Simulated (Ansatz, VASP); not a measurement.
**One calculation of Ge4IrW, two programs**

```
Ge Ir W
1.0
     4.72707    0.00000    0.00000
    -2.36354    4.09376    0.00000
     0.00000    0.00000    5.14650
Ge Ir W
4 1 1
Direct
  0.33333 0.66667 0.75075
  0.33333 0.66667 0.24925
  0.66667 0.33333 0.75075
  0.66667 0.33333 0.24925
  0.00000 0.00000 0.50000
  0.00000 0.00000 0.00000
```

Change from the starting cell: species swapped into the HfTaB4 type (P6/mmm, No. 191).

Alike in both runs: functional PBE; k mesh 6 × 6 × 2; occupations gaussian, width 0.1 eV; no spin polarisation.

Ansatz relaxed the structure, and its values are those at the end. VASP's run is a single point on that final structure, the one shown.

```csv
,VASP,Ansatz
version,VASP 6.6.1,Ansatz 0.2.0
potentials or method,"VASP PAW PBE potentials, release 64 (Ge_d, Ir, W_sv), cutoff 520 eV","scalar-relativistic, plane waves, PAW"
valence electrons in the cell,79,87
```

Ansatz gave:

* gap on the k mesh at the Fermi level (eV): none
* pressure (GPa): 0.1
* rms of the force components (eV/Å): 0.007

Question: Which values does VASP return?

Answer: gap on the k mesh at the Fermi level (eV): none; pressure (GPa): 0.3; rms of the force components (eV/Å): 0.002.

A gap of «none» marks a metal or a gap that the smearing closes. The functional is the same, so the differences come from potentials, cutoffs and numerics. VASP's potentials hold 79 valence electrons a cell and Ansatz's 87, so a difference there can come from the potentials and not from the codes.

The k mesh is coarse, so the values compare programs but aren't converged. Spin-orbit coupling is off throughout.
